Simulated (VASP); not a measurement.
The system is SnO.

```
CELL_PARAMETERS angstrom
4.12550 0.00000 0.00000
-2.06275 3.57279 0.00000
0.00000 0.00000 5.18540
ATOMIC_POSITIONS crystal
Sn 0.33333 0.66667 0.25000
Sn 0.66667 0.33333 0.75000
O 0.66667 0.33333 0.25000
O 0.33333 0.66667 0.75000
```

Program: VASP 6.6.1. Alike in all runs: task single point; no spin polarisation; cell as given; k mesh 6 × 6 × 4; cutoff (eV) 520; smearing gaussian 0.01 eV.

Question: Order these runs on this cell by their pressure, lowest first.
A. level PBE; potentials or basis VASP PAW PBE potentials, release 64 (Sn_d, O)
B. level LDA; potentials or basis VASP PAW LDA potentials, release 64 (Sn_d, O)
C. level r2SCAN; potentials or basis VASP PAW PBE potentials, release 64 (Sn_d, O)

Answer: B (-3.6 GPa), C (0.2 GPa), A (2.5 GPa).

Caveats: the PAW data sets were made with another functional, which shifts forces and pressure a little (some runs).
